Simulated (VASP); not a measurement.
A run of VASP 6.6.1:

INCAR

```
SYSTEM = TaN
PREC = Accurate
ENCUT = 520
EDIFF = 1E-7
ISMEAR = 0
SIGMA = 0.15
LREAL = .False.
LASPH = .True.
NELM = 60
ALGO = Normal
ISIF = 2
LWAVE = .False.
LCHARG = .True.
GGA = PE
LELF = .True.
LVHAR = .True.
NBANDS = 24
```

KPOINTS

```
Automatic mesh
0
Gamma
  14 14 10
  0 0 0
```

File POSCAR:

```
TaN
1.0
    0.0000000000     -2.2081122572     -2.2081122572
    0.0000000000      2.2081122572     -2.2081122572
    4.4162245144      0.0000000000      0.0000000000
Ta N
2 2
Direct
    0.5242747680      0.4757252320      0.0000000000
   -0.0242747680      0.0242747680      0.5000000000
    0.4729406873      0.5270593127      0.5000000000
    0.0270593127     -0.0270593127      0.0000000000
```

Potentials or basis: VASP PAW PBE potentials, release 64 (Ta_pv, N).

Command:

```sh
$ cat potpaw_PBE.64/Ta_pv/POTCAR potpaw_PBE.64/N/POTCAR > POTCAR
$ mpirun -np 1 vasp_std > vasp.out
```

Hardware: 1 thread of Intel(R) Xeon(R) Platinum 8259CL CPU @ 2.50GHz (Skylake/Cascade Lake) (shared host).

Task: How long does it take, and how much memory?

Result: Wall time 3.4 min on 1 thread of Intel(R) Xeon(R) Platinum 8259CL CPU @ 2.50GHz (Skylake/Cascade Lake) (shared host), peak memory 0.4 GiB. Counts: scf iterations 15, k points 342.
